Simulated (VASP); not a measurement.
# WS2 (pbesol) (P6_3/mmc) in VASP: further runs, part 2 of 2

VASP 6.6.1. The steps go on from the part before.

### 5 Single point, PBEsol (volume scaled by 0.94, then relaxed in part)

Input file INCAR:

```
SYSTEM = WS2
ALGO = Normal
EDIFF = 1E-6
ENCUT = 500
GGA = PS
GGA_COMPAT = .False.
ISIF = 2
ISMEAR = 0
LASPH = .True.
LCHARG = .False.
LREAL = .False.
LWAVE = .False.
NBANDS = 35
NELM = 120
PREC = Accurate
SIGMA = 0.02
```

Input file KPOINTS:

```
k-points
0
Gamma
  12 12 4
  0 0 0
```

Input file POSCAR:

```
WS2
1.0
    3.1288333384      0.0000000000      0.0000000000
   -1.5644166692      2.7096491552      0.0000000000
    0.0000000000      0.0000000000     12.0649678524
W S
2 4
Direct
    0.3333333333      0.6666666667      0.2500000000
    0.6666666667      0.3333333333      0.7500000000
    0.3333333333      0.6666666667      0.6198462173
    0.6666666667      0.3333333333      0.1198462173
    0.3333333333      0.6666666667      0.8801537827
    0.6666666667      0.3333333333      0.3801537827
```

Started as:

```bash
> cat potpaw_PBE.64/W_sv/POTCAR potpaw_PBE.64/S/POTCAR > POTCAR
> mpirun -np 1 vasp_std > vasp.out
```

It took 4.9 min on 1 thread of Intel Xeon 6975P-C, shared host; peak memory 0.31 GiB.

Results (log left out):

| Quantity | Value |
| --- | --- |
| Free energy | -50.5160 eV |
| Pressure | 2.3 GPa |
| Largest force | 0.019 eV/Å |
| Band gap on the k mesh | 0.83 eV, indirect (least direct gap 1.90 eV) |

Forces in eV/Å, atoms in the order of the input:
```
W    0.000  0.000  0.000
W    0.000  0.000  0.000
S    0.000  0.000 -0.019
S    0.000  0.000 -0.019
S    0.000  0.000  0.019
S    0.000  0.000  0.019
```

Levels at points of the mesh, in eV from the valence-band top:
| k point | band 23 | band 24 | band 25 | band 26 | band 27 | band 28 | band 29 | band 30 |
| --- | --- | --- | --- | --- | --- | --- | --- | --- |
| (0.00, 0.00, 0.00) | -2.20 | -1.42 | -1.41 | 0.00 | 2.31 | 2.31 | 2.33 | 2.33 |
| (0.50, 0.00, 0.00) | -2.01 | -1.84 | -1.73 | -1.61 | 2.36 | 2.42 | 2.55 | 2.97 |
| (0.00, 0.00, 0.50) | -2.24 | -2.24 | -0.32 | -0.32 | 2.30 | 2.30 | 2.30 | 2.30 |
| (0.50, 0.00, 0.50) | -1.87 | -1.87 | -1.71 | -1.71 | 2.39 | 2.39 | 2.79 | 2.79 |

Caveat: the PAW data sets were made with another functional, which shifts forces and pressure a little; spin-orbit coupling is left out, which moves the levels of the heavy elements; this functional lacks dispersion, which binds the layers, so the pressure and a relaxed spacing across them are unreliable.

### 6 Single point, PBEsol (volume scaled by 0.97, then relaxed in part)

Input file INCAR:

```
SYSTEM = WS2
PREC = Accurate ; ENCUT = 500
EDIFF = 1E-6 ; ISMEAR = 0
SIGMA = 0.02 ; LREAL = .FALSE.
LASPH = .TRUE. ; NELM = 120
ALGO = Normal ; ISIF = 2
LWAVE = .FALSE. ; LCHARG = .TRUE.
GGA = PS ; LELF = .TRUE.
LVHAR = .TRUE. ; NBANDS = 35
GGA_COMPAT = .FALSE.
```

Input file KPOINTS:

```
Automatic mesh
0
G
  12 12 4
  0 0 0
```

Input file POSCAR:

```
WS2
1.0
    3.1397038241      0.0000000000      0.0000000000
   -1.5698519120      2.7190632721      0.0000000000
    0.0000000000      0.0000000000     12.3639587301
W S
2 4
Direct
    0.3333333333      0.6666666667      0.2500000000
    0.6666666667      0.3333333333      0.7500000000
    0.3333333333      0.6666666667      0.6231465918
    0.6666666667      0.3333333333      0.1231465918
    0.3333333333      0.6666666667      0.8768534082
    0.6666666667      0.3333333333      0.3768534082
```

Potentials or basis: VASP PAW PBE potentials, release 64 (W_sv, S).

Started as:

```bash
> cat potpaw_PBE.64/W_sv/POTCAR potpaw_PBE.64/S/POTCAR > POTCAR
> mpirun -np 1 vasp_std > vasp.out
```

OUTCAR:

```text
SYSTEM = WS2
   PREC = Accurate
   ENCUT = 500
   EDIFF = 1E-6
   ISMEAR = 0
   LREAL = .FALSE.
   LASPH = .TRUE.
   NELM = 120
   ISIF = 2
   GGA = PS

 ion  position               nearest neighbor table
   1  0.333  0.667  0.250-   4 2.40   6 2.40   4 2.40   6 2.40   4 2.40   6 2.40
   2  0.667  0.333  0.750-   3 2.40   5 2.40   3 2.40   5 2.40   3 2.40   5 2.40
   3  0.333  0.667  0.623-   2 2.40   2 2.40   2 2.40
   4  0.667  0.333  0.123-   1 2.40   1 2.40   1 2.40
   5  0.333  0.667  0.877-   2 2.40   2 2.40   2 2.40
   6  0.667  0.333  0.377-   1 2.40   1 2.40   1 2.40

  LATTYP: Found a hexagonal cell.
 ALAT       =     3.1397038241
 C/A-ratio  =     3.9379379148

  Lattice vectors:

 A1 = (   3.1397038241,   0.0000000000,   0.0000000000)
 A2 = (  -1.5698519120,   2.7190632721,   0.0000000000)
 A3 = (   0.0000000000,   0.0000000000,  12.3639587301)

Analysis of symmetry for initial positions (statically):
=====================================================================
 Subroutine PRICEL returns:
 Original cell was already a primitive cell.

 Routine SETGRP: Setting up the symmetry group for a
 hexagonal supercell.

 Subroutine GETGRP returns: Found 24 space group operations
 (whereof 12 operations were pure point group operations)
 out of a pool of 24 trial point group operations.

The static configuration has the point symmetry D_3d.
 The point group associated with its full space group is D_6h.

Analysis of symmetry for dynamics (positions and initial velocities):
=====================================================================
 Subroutine PRICEL returns:
 Original cell was already a primitive cell.

 Routine SETGRP: Setting up the symmetry group for a
 hexagonal supercell.

 Subroutine GETGRP returns: Found 24 space group operations
 (whereof 12 operations were pure point group operations)
 out of a pool of 24 trial point group operations.

The dynamic configuration has the point symmetry D_3d.
 The point group associated with its full space group is D_6h.

 Subroutine INISYM returns: Found 24 space group operations
 (whereof 12 operations are pure point group operations),
 and found     1 'primitive' translations

----------------------------------------------------------------------------------------

                                     Primitive cell

  volume of cell :     105.5518

  direct lattice vectors                    reciprocal lattice vectors
     3.139703824  0.000000000  0.000000000     0.318501380  0.183886857  0.000000000
    -1.569851912  2.719063272  0.000000000     0.000000000  0.367773715  0.000000000
     0.000000000  0.000000000 12.363958730     0.000000000  0.000000000  0.080880244

  length of vectors
     3.139703824  3.139703824 12.363958730     0.367773715  0.367773715  0.080880244

  position of ions in fractional coordinates (direct lattice)
     0.333333333  0.666666667  0.250000000
     0.666666667  0.333333333  0.750000000
     0.333333333  0.666666667  0.623146592
     0.666666667  0.333333333  0.123146592
     0.333333333  0.666666667  0.876853408
     0.666666667  0.333333333  0.376853408

  ion indices of the primitive-cell ions
   primitive index   ion index
                 1           1
                 2           2
                 3           3
[... 34 lines left out ...]
  0.166667  0.000000  0.000000      6.000000
  0.250000  0.000000  0.000000      6.000000
  0.333333  0.000000  0.000000      6.000000
  0.416667  0.000000  0.000000      6.000000
[... 16 lines left out ...]
  0.250000  0.000000  0.250000     12.000000
  0.333333  0.000000  0.250000     12.000000
 [... further k-points ...]
   k-points           NKPTS =     57   k-points in BZ     NKDIM =     57   number of bands    NBANDS=     35
   number of dos      NEDOS =    301   number of ions     NIONS =      6
   total plane-waves  NPLWV =  51840
   dimension x,y,z NGX =    24 NGY =   24 NGZ =   90
   dimension x,y,z NGXF=    48 NGYF=   48 NGZF=  180
   ions per type =               2   4
   NGX,Y,Z   is equivalent  to a cutoff of  12.71, 12.71, 12.10 a.u.
   NGXF,Y,Z  is equivalent  to a cutoff of  25.42, 25.42, 24.20 a.u.
 SYSTEM =  WS2
   PREC   = accura    normal or accurate (medium, high low for compatibility)
   ISTART =      0    job   : 0-new  1-cont  2-samecut
   ICHARG =      2    charge: 1-file 2-atom 10-const
   ISPIN  =      1    spin polarized calculation?
   LNONCOLLINEAR =      F non collinear calculations
   LSORBIT =      F    spin-orbit coupling
   LASPH  =      T    aspherical Exc in radial PAW
   ENCUT  =  500.0 eV  36.75 Ry    6.06 a.u.   5.72  5.72 22.54*2*pi/ulx,y,z
   NELM   =    120;   NELMIN=  2; NELMDL= -5     # of ELM steps
   EDIFF  = 0.1E-05   stopping-criterion for ELM
   LREAL  =      F    real-space projection
   EDIFFG = 0.1E-04   stopping-criterion for IOM
   NSW    =      0    number of steps for IOM
   IBRION =     -1    ionic relax: 0-MD 1-quasi-New 2-CG
   NFREE  =      0    steps in history (QN), initial steepest desc. (CG)
   ISIF   =      2    stress and relaxation
   ISYM   =      2    0-nonsym 1-usesym 2-fastsym
   POTIM  = 0.5000    time-step for ionic-motion
   TEBEG  =    0.0;   TEEND  =   0.0 temperature during run
   PSTRESS=    0.0 pullay stress
   NELECT =      52.0000    total number of electrons
   NUPDOWN=      -1.0000    fix difference up-down
   EMIN   =  10.00;   EMAX   =-10.00  energy-range for DOS
   EFERMI =   0.00;   METHOD = LEGACY
   ISMEAR =     0;   SIGMA  =   0.02  broadening in eV -4-tet -1-fermi 0-gaus
   EFERMI_NEDOS =   21; number of points for ismear=-14 and -15
   IALGO  =     38    algorithm
   IMIX   =      4    mixing-type and parameters
     AMIX     =   0.40;   BMIX     =  1.00
     AMIX_MAG =   1.60;   BMIX_MAG =  1.00
  volume/ion in A,a.u.               =      17.59       118.72
  Fermi-wavevector in a.u.,A,eV,Ry     =   1.292967  2.443353 22.745725  1.671764
  Thomas-Fermi vector in A             =   2.424642
   LORBIT       =      0    0 simple, 1 ext, 2 COOP (PROOUT), +10 PAW based schemes
   GGA     = PS    functional components
   LHFCALC =     F    Hartree Fock is set to
   AEXX    =    0.0000 exact exchange contribution
   IVDW    =     0    specifies the selected vdW correction
   LEPSILON=     F    determine dielectric tensor
   LRPA    =     F    only Hartree local field effects (RPA)
 non-spin polarized calculation
 Gauss-broadening in eV      SIGMA  =   0.02
  energy-cutoff  :      500.00
  volume of cell :      105.55
 maximum number of plane-waves:      2700
 NGX is ok and might be reduce to    24
   NGX = 11   NGY = 11   NGZ = 45

 number of electron      51.9999997 magnetization

 Free energy of the ion-electron system (eV)
  ---------------------------------------------------
  ext. energy  EPLUGINS =         0.00000000
  ---------------------------------------------------
  free energy    TOTEN  =       -50.54570325 eV

  energy without entropy =      -50.54570325  energy(sigma->0) =      -50.54570325

 E-fermi :   7.7582     XC(G=0): -11.1558

 val. band max:        7.4363661859   @ k =   0.0000   0.0000   0.0000
 cond. band min:       8.4103602993   @ k =   0.1667   0.1667   0.0000
 fundamental gap:      0.9739941134
 Fermi energy:         7.7581906207

 k-point     1 :       0.0000    0.0000    0.0000
  band No.  band energies     occupation
      1     -67.0655      2.00000
      2     -67.0655      2.00000
      3     -31.3494      2.00000
      4     -31.3494      2.00000
      5     -31.1484      2.00000
      6     -31.1484      2.00000
[... 901 lines left out ...]
     34      11.5673      0.00000
     35      13.2739      0.00000

 [... further k-points ...]

------------------------ aborting loop because EDIFF is reached ----------------------------------------

  FORCE on cell =-STRESS in cart. coord.  units (eV):
  Direction    XX          YY          ZZ          XY          YZ          ZX
  --------------------------------------------------------------------------------------
  -------------------------------------------------------------------------------------
  Total        0.5873598      0.5873598      0.6326384      0.0000000      0.0000000      0.0000000
  in kB        8.9155732      8.9155732      9.6028596      0.0000000      0.0000000      0.0000000
  external PRESSURE =       9.1446687 kB  Pullay stress =       0.0000000 kB

 VOLUME and BASIS-vectors are now :
 -----------------------------------------------------------------------------
  energy-cutoff  :      500.00
  volume of cell :      105.55
      direct lattice vectors                 reciprocal lattice vectors
     3.139703824  0.000000000  0.000000000     0.318501380  0.183886857  0.000000000
    -1.569851912  2.719063272  0.000000000     0.000000000  0.367773715  0.000000000
     0.000000000  0.000000000 12.363958730     0.000000000  0.000000000  0.080880244

 POSITION                                       TOTAL-FORCE (eV/Angst)
 -----------------------------------------------------------------------------------
     -0.00000      1.81271      3.09099         0.000000      0.000000      0.000000
      1.56985      0.90635      9.27297        -0.000000     -0.000000      0.000000
     -0.00000      1.81271      7.70456         0.000000      0.000000     -0.025377
      1.56985      0.90635      1.52258         0.000000     -0.000000     -0.025377
     -0.00000      1.81271     10.84138        -0.000000     -0.000000      0.025377
      1.56985      0.90635      4.65940        -0.000000     -0.000000      0.025377
 -----------------------------------------------------------------------------------
    total drift:                               -0.000000      0.000000     -0.000000

  FREE ENERGIE OF THE ION-ELECTRON SYSTEM (eV)
  ---------------------------------------------------
  free  energy   TOTEN  =       -50.5457032518 eV

  energy  without entropy=      -50.5457032518  energy(sigma->0) =      -50.54570325
```

Wall time 4.3 min (1 thread of Intel Xeon 6975P-C, shared host); peak memory 0.31 GiB.

Results:

```yaml
Free_energy: -50.5457 eV
Pressure: 0.9 GPa
Largest_force: 0.025 eV/Å
Band_gap_on_the_k_mesh: 0.97 eV, indirect (least direct gap 1.87 eV)
```

Forces in eV/Å, atoms in the order of the input:
```
W    0.000  0.000  0.000
W    0.000  0.000  0.000
S    0.000  0.000 -0.025
S    0.000  0.000 -0.025
S    0.000  0.000  0.025
S    0.000  0.000  0.025
```

Caveat: the PAW data sets were made with another functional, which shifts forces and pressure a little; spin-orbit coupling is left out, which moves the levels of the heavy elements; this functional lacks dispersion, which binds the layers, so the pressure and a relaxed spacing across them are unreliable.

### 7 Single point, PBEsol (volume scaled by 1.03, then relaxed in part)

Input file INCAR:

```
PREC = Accurate
ENCUT = 500
EDIFF = 1E-6
ISMEAR = 0
SIGMA = 0.02
LREAL = False
LASPH = True
NELM = 120
ALGO = Normal
ISIF = 2
LWAVE = False
LCHARG = False
GGA = PS
NBANDS = 35
GGA_COMPAT = False
```

Input file KPOINTS:

```
regular mesh
0
Gamma
  12 12 4
```

Input file POSCAR:

```
WS2
1.0
    3.1494028374      0.0000000000      0.0000000000
   -1.5747014187      2.7274628639      0.0000000000
    0.0000000000      0.0000000000     13.0480007279
W S
2 4
Direct
    0.3333333333      0.6666666667      0.2500000000
    0.6666666667      0.3333333333      0.7500000000
    0.3333333333      0.6666666667      0.6299206063
    0.6666666667      0.3333333333      0.1299206063
    0.3333333333      0.6666666667      0.8700793937
    0.6666666667      0.3333333333      0.3700793937
```

Started as:

```bash
> cat potpaw_PBE.64/W_sv/POTCAR potpaw_PBE.64/S/POTCAR > POTCAR
> mpirun -np 1 vasp_std > vasp.out
```

Wall time 4.2 min (1 thread of Intel Xeon 6975P-C, shared host); peak memory 0.33 GiB.

It converged, with:

```yaml
Free_energy: -50.5498 eV
Pressure: -0.2 GPa
Largest_force: 0.022 eV/Å
Band_gap_on_the_k_mesh: 1.25 eV, indirect (least direct gap 1.87 eV)
```

Forces in eV/Å, atoms in the order of the input:
```
W    0.000  0.000  0.000
W    0.000  0.000  0.000
S    0.000  0.000 -0.022
S    0.000  0.000 -0.022
S    0.000  0.000  0.022
S    0.000  0.000  0.022
```

Levels at points of the mesh, in eV from the valence-band top:
| k point | band 23 | band 24 | band 25 | band 26 | band 27 | band 28 | band 29 | band 30 |
| --- | --- | --- | --- | --- | --- | --- | --- | --- |
| (0.00, 0.00, 0.00) | -1.99 | -1.74 | -0.98 | 0.00 | 2.55 | 2.55 | 2.55 | 2.55 |
| (0.50, 0.00, 0.00) | -1.67 | -1.58 | -1.45 | -1.36 | 2.55 | 2.58 | 2.86 | 3.08 |
| (0.00, 0.00, 0.50) | -2.00 | -2.00 | -0.32 | -0.32 | 2.55 | 2.55 | 2.55 | 2.55 |
| (0.50, 0.00, 0.50) | -1.63 | -1.63 | -1.40 | -1.40 | 2.56 | 2.56 | 2.99 | 2.99 |

Caveat: the PAW data sets were made with another functional, which shifts forces and pressure a little; spin-orbit coupling is left out, which moves the levels of the heavy elements; this functional lacks dispersion, which binds the layers, so the pressure and a relaxed spacing across them are unreliable. A k mesh can miss the band edges.

### 8 Summary

| cell | k mesh | cutoff (eV) | gap on the mesh (eV) | pressure (GPa) | largest force (eV/Å) |
| --- | --- | --- | --- | --- | --- |
| a = 3.146, b = 3.146, c = 12.694 Å, angles 90.0, 90.0, 120.0°, 6 atoms | 12 × 12 × 4 | 520 | 1.11 | 0.1 | 0.02 |
| a = 3.146, b = 3.146, c = 12.694 Å, angles 90.0, 90.0, 120.0°, 6 atoms | 12 × 12 × 2 | 500 | 1.11 | 0.1 | 0.02 |
| a = 3.113, b = 3.113, c = 11.796 Å, angles 90.0, 90.0, 120.0°, 6 atoms | 12 × 12 × 4 | 500 | 0.69 | 4.4 | 0.01 |
| a = 3.129, b = 3.129, c = 12.065 Å, angles 90.0, 90.0, 120.0°, 6 atoms | 12 × 12 × 4 | 500 | 0.83 | 2.3 | 0.02 |
| a = 3.140, b = 3.140, c = 12.364 Å, angles 90.0, 90.0, 120.0°, 6 atoms | 12 × 12 × 4 | 500 | 0.97 | 0.9 | 0.03 |
| a = 3.149, b = 3.149, c = 13.048 Å, angles 90.0, 90.0, 120.0°, 6 atoms | 12 × 12 × 4 | 500 | 1.25 | -0.2 | 0.02 |

Alike in all rows: task single point; level PBEsol; potentials or basis VASP PAW PBE potentials, release 64 (W_sv, S); no spin polarisation; smearing gaussian 0.02 eV.

Caveats: the PAW data sets were made with another functional, which shifts forces and pressure a little; spin-orbit coupling is left out, which moves the levels of the heavy elements; this functional lacks dispersion, which binds the layers, so the pressure and a relaxed spacing across them are unreliable (some runs).

Absolute energies hang on the potentials; compare differences alone.
